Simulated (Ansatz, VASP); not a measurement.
Two plane-wave programs on CdSe

```
CELL_PARAMETERS angstrom
-0.11356 3.09841 3.09841
3.09841 -0.11356 3.09841
2.98486 2.98486 0.00000
ATOMIC_POSITIONS crystal
Cd 0.00000 0.00000 0.00000
Se 0.75000 0.75000 0.75000
```

Change from the starting cell: engineering shear strain xz -0.0733, normal strain along z +0.0000.

Alike in both runs: task single point; functional PBE; k mesh 10 × 10 × 10; occupations gaussian, width 0.05 eV; no spin polarisation.

```csv
,VASP,Ansatz
version,VASP 6.6.1,Ansatz 0.2.0
potentials or method,"VASP PAW PBE potentials, release 64 (Cd, Se), cutoff 520 eV","scalar-relativistic, plane waves, PAW"
valence electrons in the cell,18,36
```

```tsv
	VASP	Ansatz	Ansatz less VASP
gap on the k mesh at the Fermi level (eV)	0.42	0.42	+0.003
least direct gap on the mesh (eV)	0.42	0.42	+0.003
pressure (GPa)	0.6	0.4	-0.26
traceless stress, the component that is largest in VASP (GPa)	2.87	2.80	-0.070
rms of the force components (eV/Å)	0.223	0.214	-0.0099
```

Atom by atom the forces differ by 0.010 eV/Å (rms over components). VASP's potentials hold 18 valence electrons a cell and Ansatz's 36, so a difference there can come from the potentials and not from the codes.
